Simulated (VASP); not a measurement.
Write the native input for VASP 6.6.1 that does the following.

| Property | Result |
| --- | --- |
| Task | single point |
| Functional | PBE |
| Potentials or basis | VASP PAW PBE potentials, release 64 (La, O) |
| Cutoff | 520 eV |
| k mesh | 6 × 6 × 4 |
| Occupations | gaussian, width 0.01 eV |
| Spin | no spin polarisation |
| Dipole correction | no |
| Further INCAR settings | ALGO = Normal; EDIFF = 1e-06; NBANDS = 28 |

The structure of La2O3 lies in POSCAR:

```
La2O3
1.0
    3.9307800000      0.0000000000      0.0000000000
   -1.9653900000      3.4041500000      0.0000000000
    0.0000000000      0.0000000000      6.1119500000
La O
2 3
Direct
    0.6666666667      0.3333333333      0.7537600000
    0.3333333333      0.6666666667      0.2462400000
    0.6666666667      0.3333333333      0.3541100000
    0.3333333333      0.6666666667      0.6458900000
    0.0000000000      0.0000000000      0.0000000000
```

These files were run (other wordings do the same):

INCAR

```
SYSTEM = La2O3
ALGO = Normal
EDIFF = 1E-6
ENCUT = 520
GGA = PE
ISIF = 2
ISMEAR = 0
LASPH = .True.
LCHARG = .False.
LREAL = .False.
LWAVE = .False.
NBANDS = 28
NELM = 80
PREC = Accurate
SIGMA = 0.01
```

KPOINTS

```
k-points
0
Gamma
  6 6 4
  0 0 0
```

Potentials or basis: VASP PAW PBE potentials, release 64 (La, O).

Run with:

```bash
$ cat potpaw_PBE.64/La/POTCAR potpaw_PBE.64/O/POTCAR > POTCAR
$ mpirun -np 1 vasp_std > vasp.out
```

It gave:

| Property | Result |
| --- | --- |
| Pressure | 1.6 GPa |
| Largest force | 0.011 eV/Å |
| Band gap on the k mesh | 3.86 eV, indirect (least direct gap 3.98 eV) |

Caveat: spin-orbit coupling is left out, which moves the levels of the heavy elements.

It took 37 s on 1 thread of Intel(R) Xeon(R) 6975P-C (Granite Rapids) (shared host), peak memory 0.22 GiB.
